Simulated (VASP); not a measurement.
# InP (Fm-3m) in VASP: a series of runs, part 2 of 2

VASP 6.6.1. Earlier steps stand in the parts before.

## (5) Single point, PBE

Contents of INCAR:

```
SYSTEM = InP
PREC     = Accurate       ! precision mode
ENCUT    = 500            ! plane-wave cutoff, eV
EDIFF    = 1E-6           ! SCF threshold, eV
ISMEAR   = 0              ! smearing method
SIGMA    = 0.015          ! smearing width, eV
LREAL    = .FALSE.        ! projectors in reciprocal space
LASPH    = .TRUE.         ! aspherical terms in the spheres
NELM     = 120            ! most SCF steps
ALGO     = Normal         ! electronic algorithm
ISIF     = 2              ! what is computed and relaxed
LWAVE    = .FALSE.        ! write WAVECAR
LCHARG   = .FALSE.        ! write CHGCAR
GGA      = PE             ! functional
NBANDS   = 16             ! bands
GGA_COMPAT= .FALSE.
```

Contents of KPOINTS:

```
regular mesh
0
G
  8 8 8
  0 0 0
```

Contents of POSCAR:

```
InP
1.0
    0.0000000000      2.7688340000      2.7688340000
    2.7688340000      0.0000000000      2.7688340000
    2.7688340000      2.7688340000      0.0000000000
In P
1 1
Direct
    0.0000000000      0.0000000000      0.0000000000
    0.5000000000      0.5000000000      0.5000000000
```

Potentials or basis: VASP PAW PBE potentials, release 64 (In_d, P).

Launch:

```console
cat potpaw_PBE.64/In_d/POTCAR potpaw_PBE.64/P/POTCAR > POTCAR
mpirun -np 1 vasp_std > vasp.out
```

OUTCAR:

```text
SYSTEM = InP
   PREC = Accurate
   ENCUT = 500
   EDIFF = 1E-6
   ISMEAR = 0
   LREAL = .FALSE.
   LASPH = .TRUE.
   NELM = 120
   ISIF = 2
   GGA = PE

 ion  position               nearest neighbor table
   1  0.000  0.000  0.000-   2 2.77   2 2.77   2 2.77   2 2.77   2 2.77   2 2.77
   2  0.500  0.500  0.500-   1 2.77   1 2.77   1 2.77   1 2.77   1 2.77   1 2.77

  LATTYP: Found a face centered cubic cell.
 ALAT       =     5.5376680000

  Lattice vectors:

 A1 = (   0.0000000000,   2.7688340000,   2.7688340000)
 A2 = (   2.7688340000,   0.0000000000,   2.7688340000)
 A3 = (   2.7688340000,   2.7688340000,   0.0000000000)

Analysis of symmetry for initial positions (statically):
=====================================================================
 Subroutine PRICEL returns:
 Original cell was already a primitive cell.

 Routine SETGRP: Setting up the symmetry group for a
 face centered cubic supercell.

 Subroutine GETGRP returns: Found 48 space group operations
 (whereof 48 operations were pure point group operations)
 out of a pool of 48 trial point group operations.

The static configuration has the point symmetry O_h .

Analysis of symmetry for dynamics (positions and initial velocities):
=====================================================================
 Subroutine PRICEL returns:
 Original cell was already a primitive cell.

 Routine SETGRP: Setting up the symmetry group for a
 face centered cubic supercell.

 Subroutine GETGRP returns: Found 48 space group operations
 (whereof 48 operations were pure point group operations)
 out of a pool of 48 trial point group operations.

The dynamic configuration has the point symmetry O_h .

 Subroutine INISYM returns: Found 48 space group operations
 (whereof 48 operations are pure point group operations),
 and found     1 'primitive' translations

----------------------------------------------------------------------------------------

                                     Primitive cell
[... 106 lines left out ...]
   ISMEAR =     0;   SIGMA  =   0.01  broadening in eV -4-tet -1-fermi 0-gaus
   EFERMI_NEDOS =   21; number of points for ismear=-14 and -15
   IALGO  =     38    algorithm
   IMIX   =      4    mixing-type and parameters
     AMIX     =   0.40;   BMIX     =  1.00
     AMIX_MAG =   1.60;   BMIX_MAG =  1.00
  volume/ion in A,a.u.               =      21.23       143.25
  Fermi-wavevector in a.u.,A,eV,Ry     =   1.229869  2.324115 20.579860  1.512577
  Thomas-Fermi vector in A             =   2.364739
   LORBIT       =      0    0 simple, 1 ext, 2 COOP (PROOUT), +10 PAW based schemes
   GGA     = PE    functional components
   LHFCALC =     F    Hartree Fock is set to
   AEXX    =    0.0000 exact exchange contribution
   IVDW    =     0    specifies the selected vdW correction
   LEPSILON=     F    determine dielectric tensor
   LRPA    =     F    only Hartree local field effects (RPA)
 non-spin polarized calculation
 Gauss-broadening in eV      SIGMA  =   0.01
  energy-cutoff  :      500.00
  volume of cell :       42.45
 maximum number of plane-waves:      1090
 NGX is ok and might be reduce to    30
   NGX = 15   NGY = 15   NGZ = 15

 number of electron      18.0000009 magnetization

 Free energy of the ion-electron system (eV)
  ---------------------------------------------------
  ext. energy  EPLUGINS =         0.00000000
  ---------------------------------------------------
  free energy    TOTEN  =        -7.90844328 eV

  energy without entropy =       -7.90836701  energy(sigma->0) =       -7.90840515

 E-fermi :   7.1413     XC(G=0): -10.3952

 val. band max:        7.1266636679   @ k =  -0.3750   0.5000   0.1250
 cond. band min:       7.1961804686   @ k =  -0.3750   0.3750   0.0000
 fundamental gap:      0.0695168006
 Fermi energy:         7.1413345314

 k-point     1 :       0.0000    0.0000    0.0000
  band No.  band energies     occupation
      1      -7.2112      2.00000
      2      -7.2112      2.00000
      3      -7.1924      2.00000
      4      -7.1924      2.00000
      5      -7.1924      2.00000
      6      -4.9590      2.00000
[... 433 lines left out ...]
      3      -7.1784      2.00000
      4      -7.1445      2.00000
      5      -7.1035      2.00000
      6      -2.3719      2.00000
[... 8 lines left out ...]
     15      17.1235      0.00000
     16      19.8111      0.00000

 [... further k-points ...]
[... 5 lines left out ...]
  --------------------------------------------------------------------------------------
  -------------------------------------------------------------------------------------
  Total       -0.0321440     -0.0321440     -0.0321440      0.0000000      0.0000000      0.0000000
  in kB       -1.2130799     -1.2130799     -1.2130799      0.0000000      0.0000000      0.0000000
  external PRESSURE =      -1.2130799 kB  Pullay stress =       0.0000000 kB

 VOLUME and BASIS-vectors are now :
 -----------------------------------------------------------------------------
  energy-cutoff  :      500.00
  volume of cell :       42.45
      direct lattice vectors                 reciprocal lattice vectors
     0.000000000  2.768834000  2.768834000    -0.180581429  0.180581429  0.180581429
     2.768834000  0.000000000  2.768834000     0.180581429 -0.180581429  0.180581429
     2.768834000  2.768834000  0.000000000     0.180581429  0.180581429 -0.180581429

 POSITION                                       TOTAL-FORCE (eV/Angst)
 -----------------------------------------------------------------------------------
      0.00000      0.00000      0.00000         0.000000     -0.000000     -0.000000
      2.76883      2.76883      2.76883        -0.000000      0.000000      0.000000
 -----------------------------------------------------------------------------------
    total drift:                               -0.000000      0.000000      0.000000

  FREE ENERGIE OF THE ION-ELECTRON SYSTEM (eV)
  ---------------------------------------------------
  free  energy   TOTEN  =        -7.9084432812 eV

  energy  without entropy=       -7.9083670139  energy(sigma->0) =       -7.90840515
```

OSZICAR:

```text
N       E                     dE             d eps       ncg     rms          rms(c)
DAV:   1     0.107188453254E+03    0.10719E+03   -0.82735E+03   936   0.129E+03
DAV:   2    -0.164397110590E+01   -0.10883E+03   -0.10447E+03  1056   0.304E+02
DAV:   3    -0.807524157914E+01   -0.64313E+01   -0.63890E+01  1200   0.695E+01
DAV:   4    -0.822929631188E+01   -0.15405E+00   -0.15401E+00  1192   0.113E+01
DAV:   5    -0.823725773788E+01   -0.79614E-02   -0.79613E-02  1400   0.230E+00    0.476E+00
DAV:   6    -0.792240521878E+01    0.31485E+00   -0.53516E-01  1392   0.121E+01    0.274E+00
DAV:   7    -0.790887599446E+01    0.13529E-01   -0.10272E-01  1384   0.282E+00    0.114E+00
DAV:   8    -0.790854475756E+01    0.33124E-03   -0.11767E-02  1376   0.152E+00    0.175E-01
DAV:   9    -0.790842235639E+01    0.12240E-03   -0.16014E-03  1424   0.671E-01    0.883E-02
DAV:  10    -0.790843114997E+01   -0.87936E-05   -0.99502E-05  1152   0.850E-02    0.522E-02
DAV:  11    -0.790844294699E+01   -0.11797E-04   -0.41768E-05  1376   0.603E-02    0.144E-02
DAV:  12    -0.790844328122E+01   -0.33423E-06   -0.47130E-06  1064   0.200E-02
   1 F= -.79084433E+01 E0= -.79084051E+01  d E =-.762673E-04
```

stdout:

```text
POSCAR found type information on POSCAR InP
 POSCAR found :  2 types and       2 ions
 scaLAPACK will be used
 LDA part: xc-table for (Slater+PW92), standard interpolation
 POSCAR, INCAR and KPOINTS ok, starting setup
 FFT: planning ... GRIDC
 FFT: planning ... GRID_SOFT
 FFT: planning ... GRID
 WAVECAR not read
 entering main loop
```

Wall time 8.9 s (1 thread of Intel Xeon 6975P-C (Granite Rapids), shared host); peak memory 0.17 GiB.

Results:

```
Free energy            : -7.9084 eV
Pressure               : -0.1 GPa
Band gap on the k mesh : zero (band 9 reaches 7.35 eV, above the bottom of band 10 at 4.72 eV)
```

Caveat: spin-orbit coupling is left out, which moves the levels of the heavy elements.

## (6) Single point, PBE

Contents of INCAR:

```
PREC     = Accurate       # precision mode
ENCUT    = 500            # plane-wave cutoff, eV
EDIFF    = 1E-6           # SCF threshold, eV
ISMEAR   = 0              # smearing method
SIGMA    = 0.017          # smearing width, eV
LREAL    = F              # projectors in reciprocal space
LASPH    = T              # aspherical terms in the spheres
NELM     = 120            # most SCF steps
ALGO     = Normal         # electronic algorithm
ISIF     = 2              # what is computed and relaxed
LWAVE    = F              # write WAVECAR
LCHARG   = F              # write CHGCAR
GGA      = PE             # functional
NBANDS   = 16             # bands
GGA_COMPAT= F
```

Contents of KPOINTS:

```
Automatic mesh
0
Gamma
  8 8 8
```

POSCAR is that of step 5.

Potentials or basis: VASP PAW PBE potentials, release 64 (In_d, P).

Launch:

```console
cat potpaw_PBE.64/In_d/POTCAR potpaw_PBE.64/P/POTCAR > POTCAR
mpirun -np 1 vasp_std > vasp.out
```

Wall time 8.9 s (1 thread of Intel Xeon 6975P-C (Granite Rapids), shared host); peak memory 0.17 GiB.

It converged, with:

```
Free energy            : -7.9085 eV
Pressure               : -0.1 GPa
Band gap on the k mesh : zero (band 9 reaches 7.35 eV, above the bottom of band 10 at 4.72 eV)
```

Levels at points of the mesh, in eV from the Fermi level:
| k point | band 5 | band 6 | band 7 | band 8 | band 9 | band 10 | band 11 | band 12 | band 13 | band 14 |
| --- | --- | --- | --- | --- | --- | --- | --- | --- | --- | --- |
| (0.00, 0.00, 0.00) | -14.34 | -12.10 | -0.37 | -0.37 | -0.37 | 0.43 | 7.00 | 7.00 | 7.00 | 8.37 |
| (0.50, 0.00, 0.00) | -14.25 | -10.02 | -6.74 | 0.06 | 0.06 | 2.39 | 3.30 | 3.30 | 5.09 | 11.01 |
| (0.50, 0.50, 0.00) | -14.22 | -8.92 | -5.04 | -2.61 | -2.42 | -2.42 | 3.74 | 9.77 | 9.77 | 10.08 |

Caveat: spin-orbit coupling is left out, which moves the levels of the heavy elements.

## (7) Summary

```csv
level,spin,k mesh,cutoff (eV),smearing,gap on the mesh (eV),pressure (GPa),moment (μB)
PBEsol,"non-collinear, zero start, SOC",7 × 7 × 7,520,methfessel-paxton 0.01 eV,-,-3.4,0.00
PBEsol,"non-collinear, zero start, SOC",7 × 7 × 7,520,methfessel-paxton 0.005 eV,-,-3.3,0.00
PBE,off,8 × 8 × 8,500,gaussian 0.014 eV,none,-0.1,-
PBE,off,8 × 8 × 8,500,gaussian 0.015 eV,none,-0.1,-
PBE,off,8 × 8 × 8,500,gaussian 0.017 eV,none,-0.1,-
```

Alike in all rows: task single point; potentials or basis VASP PAW PBE potentials, release 64 (In_d, P); cell as given.

Every run on the cell as given and a fine mesh finds a metal. The pressure there spans -3.4 GPa (PBEsol) to -0.1 GPa (PBE); a positive pressure means that this level wants a larger cell, a negative one a smaller.

Caveats: spin-orbit coupling is left out, which moves the levels of the heavy elements (some runs); the PAW data sets were made with another functional, which shifts forces and pressure a little (some runs).

Total energies depend on the potentials used, so only differences within one code and one set of settings carry meaning.
